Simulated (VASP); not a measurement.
Tc: single point with PBE

Tc:

```xyz
4
Lattice="2.6943 0.0000 0.0000 -1.3471 2.3333 0.0000 0.0000 0.0000 8.6716" Properties=species:S:1:pos:R:3 pbc="T T T"
Tc    1.3471    0.7778    6.5037
Tc    0.0000    0.0000    4.3358
Tc    0.0000    1.5555    2.1679
Tc    0.0000    0.0000    0.0000
```

```json
{"Program": "VASP 6.6.1", "Task": "single point", "Functional": "PBE", "Potentials or basis": "VASP PAW PBE potentials, release 64 (Tc_pv)", "Cutoff": "520 eV", "k mesh": "11 × 11 × 3", "Occupations": "fermi-dirac, width 0.05 eV", "Spin": "no spin polarisation"}
```

* Pressure: 19.3 GPa
* Band gap on the k mesh: zero (band 26 reaches 15.48 eV, above the bottom of band 27 at 12.33 eV)

Levels at points of the mesh, in eV from the Fermi level:
| k point | band 24 | band 25 | band 26 | band 27 | band 28 | band 29 |
| --- | --- | --- | --- | --- | --- | --- |
| (0.00, 0.00, 0.00) | -1.36 | -1.36 | -1.24 | -1.24 | 0.30 | 0.30 |

Wall time 26 s on 1 thread of Intel(R) Xeon(R) 6975P-C (Granite Rapids) (shared host), peak memory 0.18 GiB.
